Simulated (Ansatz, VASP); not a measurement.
AlN: VASP beside Ansatz

File INCAR:

```
SYSTEM = AlN
  PREC = Accurate
  ENCUT = 520
  EDIFF = 1E-7
  ISMEAR = 0
  SIGMA = 0.05
  LREAL = .FALSE.
  LASPH = .TRUE.
  NELM = 80
  ALGO = Normal
  ISIF = 2
  LWAVE = .FALSE.
  LCHARG = .TRUE.
  GGA = PS
  LELF = .TRUE.
  LVHAR = .TRUE.
  NBANDS = 16
```

Contents of KPOINTS:

```
Automatic mesh
0
G
  9 9 6
  0 0 0
```

The input POSCAR:

```
AlN
1.0
    3.1536239158      0.0000000000      0.0000000000
   -1.5768119579      2.7311184250      0.0000000000
    0.0000000000      0.0000000000      4.8443522454
Al N
2 2
Direct
    0.3333333333      0.6666666667      0.0000000000
    0.6666666667      0.3333333333      0.5000000000
    0.3333333333      0.6666666667      0.3850000000
    0.6666666667      0.3333333333      0.8850000000
```

Input for Ansatz:

```yaml
crystal:
  lattice:
    - [3.1536239158, 0.0, 0.0]
    - [-1.5768119579, 2.731118425, 0.0]
    - [0.0, 0.0, 4.8443522454]
  atoms:
    - { symbol: Al, position: [0.3333333333, 0.6666666667, 0.0] }
    - { symbol: Al, position: [0.6666666667, 0.3333333333, 0.5] }
    - { symbol: "N", position: [0.3333333333, 0.6666666667, 0.385] }
    - { symbol: "N", position: [0.6666666667, 0.3333333333, 0.885] }
basis:
  ecutwfc: 420
kpoints:
  mp_grid: { grid: [9, 9, 6] }
hamiltonian:
  xc: pbesol
scf:
  occupations: { method: gaussian, width: 0.05 }
output:
  forces: true
  stress: true
  eigenvalues: true
```

Alike in both runs: task single point; functional PBEsol; k mesh 9 × 9 × 6; occupations gaussian, width 0.05 eV; no spin polarisation.

```csv
,VASP,Ansatz
version,VASP 6.6.1,Ansatz 0.2.0
potentials or method,"VASP PAW PBE potentials, release 64 (Al, N), cutoff 520 eV","scalar-relativistic, plane waves, PAW"
valence electrons in the cell,16,16
```

```tsv
	VASP	Ansatz	Ansatz less VASP
gap on the k mesh at the Fermi level (eV)	3.98	3.96	-0.015
least direct gap on the mesh (eV)	3.98	3.96	-0.015
pressure (GPa)	0.3	0.3	+0.02
traceless stress, the component that is largest in VASP (GPa)	9.45	9.33	-0.126
rms of the force components (eV/Å)	0.214	0.210	-0.0043
```

VASP's potentials were made for PBE, not for PBEsol. Atom by atom the forces differ by 0.004 eV/Å (rms over components).
